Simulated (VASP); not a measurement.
## Si6O10F (a cell with a defect): single point with PBE+D3(BJ)

Crystal: Si6O10F (a cell with a defect).

```
Si O F
1.0
     7.30055    0.00000    0.00000
    -3.65028    6.32246    0.00000
     0.00000    0.00000    7.00512
Si O F
6 10 1
Direct
  0.53293 0.76261 0.41984
  0.45035 0.24424 0.91178
  0.29393 0.45948 0.77736
  0.74946 0.23321 0.58042
  0.76654 0.53787 0.24203
  0.23813 0.76819 0.07744
  0.57736 0.38962 0.09281
  0.99153 0.66679 0.13336
  0.79065 0.38695 0.40254
  0.70301 0.70312 0.33399
  0.61586 0.26984 0.74364
  0.26065 0.60731 0.92546
  0.31040 0.99735 0.97469
  0.38407 0.78666 0.26062
  0.38929 0.57487 0.57653
  0.66198 0.98880 0.53186
  0.98851 0.30574 0.68094
```

```yaml
Program: VASP 6.6.1
Task: single point
Functional: PBE
Dispersion: D3(BJ)
Potentials_or_basis: VASP PAW PBE potentials, release 64 (Si, O, F)
Cutoff: 520 eV
k_mesh: 2 × 2 × 2
Occupations: fermi-dirac, width 0.02 eV
Spin: no spin polarisation
Dipole_correction: no
Charge: 1
Further_INCAR_settings: LREAL = Auto; ALGO = Normal; EDIFF = 1e-07; NBANDS = 60; NELECT = 90.0
```

The largest force is 0.087 eV/Å and the dispersion energy per atom is -0.095 eV.

Forces on the atoms (eV/Å):
```
Si  -0.005 -0.003  0.021
Si  -0.039  0.015 -0.017
Si   0.016 -0.054  0.010
Si  -0.047 -0.023 -0.018
Si   0.011  0.010 -0.006
Si  -0.007 -0.007 -0.022
O    0.007  0.008  0.011
O   -0.001 -0.009  0.008
O   -0.008  0.013 -0.009
O    0.002 -0.011 -0.003
O   -0.001 -0.004  0.000
O   -0.020  0.024  0.032
O    0.012 -0.008  0.006
O    0.002 -0.003 -0.008
O    0.011  0.026 -0.037
O   -0.008 -0.001 -0.003
F    0.075  0.027  0.034
```

Levels at points of the mesh, in eV from the Fermi level:
```tsv
k point	band 43	band 44	band 45	band 46	band 47	band 48
(0.00, 0.00, 0.00)	-0.94	-0.84	-0.78	4.68	5.40	5.60
(0.50, 0.00, 0.00)	-0.82	-0.80	-0.71	4.31	5.45	6.08
(0.00, 0.50, 0.00)	-0.84	-0.74	-0.73	4.70	4.99	6.29
(0.50, 0.50, 0.00)	-0.79	-0.76	-0.54	4.05	5.13	6.31
(0.00, 0.00, 0.50)	-1.01	-0.80	-0.72	4.54	5.23	5.89
(0.50, 0.00, 0.50)	-0.78	-0.73	-0.62	4.45	5.29	5.96
(0.00, 0.50, 0.50)	-0.82	-0.75	-0.60	4.57	5.26	6.06
(0.50, 0.50, 0.50)	-0.82	-0.68	-0.60	4.27	5.29	6.12
```

Wall time 2.8 min on 1 thread of Intel(R) Xeon(R) Platinum 8488C (Sapphire Rapids), on a shared host, peak memory 0.41 GiB.

Caveat: the k points lie up to 0.50 Å⁻¹ apart; the cell carries a net charge on a neutralising background, which shifts energy and pressure; the cell is charged against a uniform background, so pressure and absolute levels hang on convention.
